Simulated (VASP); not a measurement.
Write the native input for VASP 6.6.1 that does the following.

| Property | Result |
| --- | --- |
| Task | molecular dynamics |
| Functional | PBE |
| Potentials or basis | VASP PAW PBE potentials, release 64 (Co, W_sv, Ni) |
| Cutoff | 520 eV |
| k mesh | 1 × 1 × 1, shifted |
| Occupations | fermi-dirac, width 0.2025 eV |
| Spin | no spin polarisation |
| Dipole correction | no |
| Further INCAR settings | LREAL = Auto; ALGO = Normal; EDIFF = 1e-05; ISYM = 0; IBRION = 0; POTIM = 3.0; NSW = 40 |

The structure of Co14NiW5 lies in POSCAR:

```
Co14NiW5
1.0
    6.4067140000     -0.0639040000     -0.2633820000
   -0.0639040000      6.1558140000      0.0545630000
   -0.2633820000      0.0545630000      6.6380590000
Co W Ni
14 5 1
Direct
    0.7585725621      0.9394071209      0.4892287804
    0.6145663339      0.2063328645      0.6957716552
    0.2730927800      0.5222627978      0.8444445282
    0.3266610576      0.3541877726      0.2422977907
    0.5122548729      0.6094460042      0.5702908519
    0.5444749588      0.0727872229      0.1515611256
    0.2809656029      0.8115530134      0.1285104748
    0.0165199991      0.2687038942      0.9431692451
    0.9620107672      0.5512794943      0.0622912651
    0.6798391525      0.4710158298      0.0040911581
    0.3529184971      0.0142500394      0.5117379552
    0.6261945403      0.7389561129      0.2185206140
    0.8317607409      0.5235161713      0.7240743130
    0.2938723895      0.1094390874      0.9263909870
    0.1137669627      0.6358675201      0.4138740297
    0.0443714858      0.8916735924      0.7785962353
    0.7039498929      0.8684102343      0.8962590270
    0.9535468323      0.9920682459      0.2146857622
    0.7625272492      0.3696543793      0.4164054815
    0.0461757175      0.2351819654      0.6052510859
```

The input as run:

INCAR

```
SYSTEM = Co14NiW5
PREC     = Accurate       ! precision mode
ENCUT    = 520            ! plane-wave cutoff, eV
EDIFF    = 1E-5           ! SCF threshold, eV
ISMEAR   = -1             ! smearing method
SIGMA    = 0.2025         ! smearing width, eV
LREAL    = Auto         
LASPH    = .TRUE.         ! aspherical terms in the spheres
NELM     = 80             ! most SCF steps
ALGO     = Normal         ! electronic algorithm
ISIF     = 2              ! what is computed and relaxed
LWAVE    = .FALSE.        ! write WAVECAR
LCHARG   = .TRUE.         ! write CHGCAR
GGA      = PE             ! functional
ISYM     = 0            
IBRION   = 0              ! ionic algorithm
NSW      = 40             ! ionic steps
POTIM    = 3.0            ! step
TEBEG    = 2350.0       
TEEND    = 2350.0       
NELMIN   = 4            
RANDOM_SEED= 89020 0 0    
MDALGO   = 3            
LANGEVIN_GAMMA= 30 30 30
```

KPOINTS

```
Automatic mesh
0
Gamma
  1 1 1
  0.25 0.25 0.25
```

Potentials or basis: VASP PAW PBE potentials, release 64 (Co, W_sv, Ni).

Command:

```bash
$ cat potpaw_PBE.64/Co/POTCAR potpaw_PBE.64/W_sv/POTCAR potpaw_PBE.64/Ni/POTCAR > POTCAR
$ mpirun -np 1 vasp_std > vasp.out
```

Wall time 61 min on 1 thread of Intel(R) Xeon(R) Platinum 8375C CPU @ 2.90GHz (Ice Lake), with other jobs on the host, peak memory 0.41 GiB.
